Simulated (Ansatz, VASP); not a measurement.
# Two plane-wave programs on Ta3H

```
CELL_PARAMETERS angstrom
2.87431 0.00000 0.00000
-0.95810 2.70993 0.00000
0.00000 0.00000 21.52669
ATOMIC_POSITIONS crystal
Ta 0.50000 0.50000 0.18582
Ta 0.00000 0.00000 0.29097
Ta 0.50000 0.50000 0.39610
H 0.00000 0.00000 0.57123
```

Alike in both runs: task single point; functional PBE; k mesh 10 × 10 × 1; occupations gaussian, width 0.1 eV; collinear spin.

|  | VASP | Ansatz |
| --- | --- | --- |
| version | VASP 6.6.1 | Ansatz 0.2.0 |
| potentials or method | VASP PAW PBE potentials, release 64 (Ta_pv, H), cutoff 520 eV | scalar-relativistic, plane waves, PAW |
| valence electrons in the cell | 34 | 40 |

VASP gave:

```
gap on the k mesh at the Fermi level (eV)                     : none
rms of the force components (eV/Å)                            : 0.062
net moment per atom (μB)                                      : 0.24
size of the moment on the site where the two differ most (μB) : 0.37
```

Question: Estimate Ansatz's values.

Answer: gap on the k mesh at the Fermi level (eV): none; rms of the force components (eV/Å): 0.061; net moment per atom (μB): 0.23; size of the moment on the site where the two differ most (μB): 0.84.

Site moments also hang on the region over which each program counts them. Atom by atom the forces differ by 0.002 eV/Å (rms over components). A gap of «none» marks a metal or a gap that the smearing closes. VASP's potentials hold 34 valence electrons a cell and Ansatz's 40, so a difference there can come from the potentials and not from the codes. Ansatz's warnings: vacuum density over bound.

Spin-orbit coupling is off throughout.
